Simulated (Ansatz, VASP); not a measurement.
## One calculation of CdSe, two programs

```
CELL_PARAMETERS angstrom
0.00000 3.21964 2.82936
3.21964 0.00000 2.82936
3.21964 3.21964 0.00000
ATOMIC_POSITIONS crystal
Cd 0.00000 0.00000 0.00000
Se 0.25000 0.25000 0.25000
```

Change from the starting cell: epitaxial_xy strain +5.0%.

Alike in both runs: task single point; functional r2SCAN; k mesh 8 × 8 × 8; no spin polarisation.

|  | VASP | Ansatz |
| --- | --- | --- |
| version | VASP 6.6.1 | Ansatz 0.2.0 |
| potentials or method | VASP PAW PBE potentials, release 64 (Cd, Se) | plane waves, PAW |
| plane-wave cutoff (eV) | 550 | 500 |
| occupations | gaussian, width 0.01 eV | fixed |
| valence electrons in the cell | 18 | 36 |

|  | VASP | Ansatz | Ansatz less VASP |
| --- | --- | --- | --- |
| gap on the k mesh at the Fermi level (eV) | 0.76 | 0.77 | +0.010 |
| pressure (GPa) | -1.0 | -1.2 | -0.20 |
| traceless stress, the component that is largest in VASP (GPa) | 1.17 | 1.19 | +0.016 |

VASP's potentials were made for PBE, not for r2SCAN. VASP's potentials hold 18 valence electrons a cell and Ansatz's 36, so a difference there can come from the potentials and not from the codes.
